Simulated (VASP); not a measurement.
# Be4Se: relaxation of cell and atoms with PBE

Be4Se:

```
CELL_PARAMETERS angstrom
4.22731 0.00000 0.00000
0.00000 4.22731 0.00000
0.00000 0.00000 5.36162
ATOMIC_POSITIONS crystal
Be 0.25257 0.00000 0.85098
Be 0.74743 0.00000 0.85098
Be 0.00000 0.74743 0.14902
Be 0.00000 0.25257 0.14902
Se 0.00000 0.00000 0.50000
```

```yaml
Program: VASP 6.6.1
Task: relaxation of cell and atoms
Functional: PBE
Potentials_or_basis: VASP PAW PBE potentials, release 64 (Be, Se)
Cutoff: 600 eV
k_mesh: 8 × 8 × 8
Occupations: gaussian, width 0.01 eV
Spin: no spin polarisation
Dipole_correction: no
Further_INCAR_settings: ALGO = Normal; EDIFF = 1e-07; IBRION = 2; EDIFFG = -0.01; NSW = 100; ISIF = 3
```

```
Relaxed volume                         : 19.24 Å³/atom
Relaxed cell                           : a = 4.238 Å, b = 4.238 Å, c = 5.356 Å, α = 90.00°, β = 90.00°, γ = 90.00°
Space group after relaxing (to 0.05 Å) : P-4m2 (No. 115)
Energy gained by relaxing              : 0.1 meV/atom
Ionic steps                            : 5
Pressure after relaxing                : 0.0 GPa
Band gap on the k mesh                 : 0.26 eV, indirect (least direct gap 0.72 eV)
```

The path:
| step | energy change (eV) | largest force (eV/Å) | pressure (GPa) | volume (Å³) |
| --- | --- | --- | --- | --- |
| 1 | 0.0000 | 0.0312 | 0.12 | 95.81 |
| 2 | -0.0004 | 0.0036 | 0.07 | 96.01 |
| 3 | -0.0004 | 0.0177 | 0.03 | 96.12 |
| 4 | -0.0004 | 0.0154 | 0.04 | 96.11 |
| 5 | -0.0005 | 0.0015 | 0.01 | 96.20 |

Final structure:
```
CELL_PARAMETERS angstrom
4.23790 0.00000 0.00000
0.00000 4.23790 0.00000
0.00000 0.00000 5.35639
ATOMIC_POSITIONS crystal
Be 0.25293 0.00000 0.85114
Be 0.74707 0.00000 0.85114
Be 0.00000 0.74707 0.14886
Be 0.00000 0.25293 0.14886
Se 0.00000 0.00000 0.50000
```

Levels at points of the mesh, in eV from the valence-band top:
```tsv
k point	band 3	band 4	band 5	band 6	band 7	band 8	band 9	band 10	band 11
(0.00, 0.00, 0.00)	-5.16	-2.42	-2.42	-1.10	-0.16	1.60	1.60	5.32	5.72
(0.50, 0.00, 0.00)	-4.51	-4.50	-2.19	-1.06	-0.38	0.92	2.63	3.22	6.07
(0.50, 0.50, 0.00)	-4.06	-4.06	-3.98	-0.47	-0.47	0.26	1.62	1.62	5.13
(0.00, 0.00, 0.50)	-2.60	-2.35	-2.35	-0.74	-0.30	1.15	1.15	1.86	4.85
(0.50, 0.00, 0.50)	-3.98	-2.74	-2.16	-1.98	-0.25	2.29	2.59	3.52	3.63
(0.50, 0.50, 0.50)	-3.71	-3.71	-1.90	-1.90	-1.41	0.69	2.96	3.08	4.53
```

It took 3.1 min on 1 thread of Intel Xeon 6975P-C, on a shared host, peak memory 0.31 GiB.

A k mesh can miss the band edges.
